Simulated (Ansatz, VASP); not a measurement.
KCl: VASP beside Ansatz

```
CELL_PARAMETERS angstrom
0.00000 3.17712 3.17712
3.17712 0.00000 3.17712
3.17712 3.17712 0.00000
ATOMIC_POSITIONS crystal
K 0.00000 0.00000 0.00000
Cl 0.50000 0.50000 0.50000
```

Alike in both runs: task single point; functional PBEsol; k mesh 6 × 6 × 6; occupations gaussian, width 0.02 eV; no spin polarisation.

|  | VASP | Ansatz |
| --- | --- | --- |
| version | VASP 6.6.1 | Ansatz 0.2.0 |
| potentials or method | VASP PAW PBE potentials, release 64 (K_sv, Cl), cutoff 520 eV | scalar-relativistic, plane waves, PAW |
| valence electrons in the cell | 16 | 16 |

VASP gave:

- gap on the k mesh at the Fermi level (eV): 4.93
- least direct gap on the mesh (eV): 4.93
- pressure (GPa): -0.8

Task: What did Ansatz give for the same quantities?

Result: gap on the k mesh at the Fermi level (eV): 4.94; least direct gap on the mesh (eV): 4.94; pressure (GPa): -0.9.

VASP's potentials were made for PBE, not for PBEsol.
